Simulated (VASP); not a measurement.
Write the native input for VASP 6.6.1 that does the following.

| Quantity | Value |
| --- | --- |
| Task | single point |
| Functional | LDA |
| Potentials or basis | VASP PAW LDA potentials, release 64 (Co) |
| Cutoff | 520 eV |
| k mesh | 19 × 19 × 11 |
| Occupations | fermi-dirac, width 0.08 eV |
| Spin | collinear spin, ferromagnetic start |
| Starting moments | [1.7, 1.7] μB |
| Dipole correction | no |
| Further INCAR settings | ALGO = Normal; EDIFF = 1e-06; NBANDS = 20 |

The structure of Co lies in POSCAR:

```
Co
1.0
    2.3793736710      0.0000000000      0.0000000000
   -1.1896868355      2.0605980441      0.0000000000
    0.0000000000      0.0000000000      3.8363172936
Co
2
Direct
    0.3333333333      0.6666666667      0.2500000000
    0.6666666667      0.3333333333      0.7500000000
```

These files were run (other wordings do the same):

INCAR

```
SYSTEM = Co
PREC = Accurate
ENCUT = 520
EDIFF = 1E-6
ISMEAR = -1
SIGMA = 0.08
LREAL = .FALSE.
LASPH = .TRUE.
NELM = 150
ALGO = Normal
ISIF = 2
LWAVE = .FALSE.
LCHARG = .TRUE.
ISPIN = 2
MAGMOM = 1.7 1.7
LORBIT = 11
LMAXMIX = 4
GGA = CA
LELF = .TRUE.
LVHAR = .TRUE.
NBANDS = 20
```

KPOINTS

```
regular mesh
0
G
  19 19 11
  0 0 0
```

Potentials or basis: VASP PAW LDA potentials, release 64 (Co).

Run with:

```sh
$ cat potpaw_LDA.64/Co/POTCAR > POTCAR
$ mpirun -np 1 vasp_std > vasp.out
```

It gave:

* Pressure: 16.4 GPa
* Net moment: 2.64 μB per cell
* Site moments: Co +1.31 μB
* Valence electrons inside the program's atomic spheres: Co 8.60

Caveat: the cell stands under pressure.

Run time: 3.1 min on 1 thread of Intel Xeon 8259CL (shared host), peak memory 0.23 GiB.
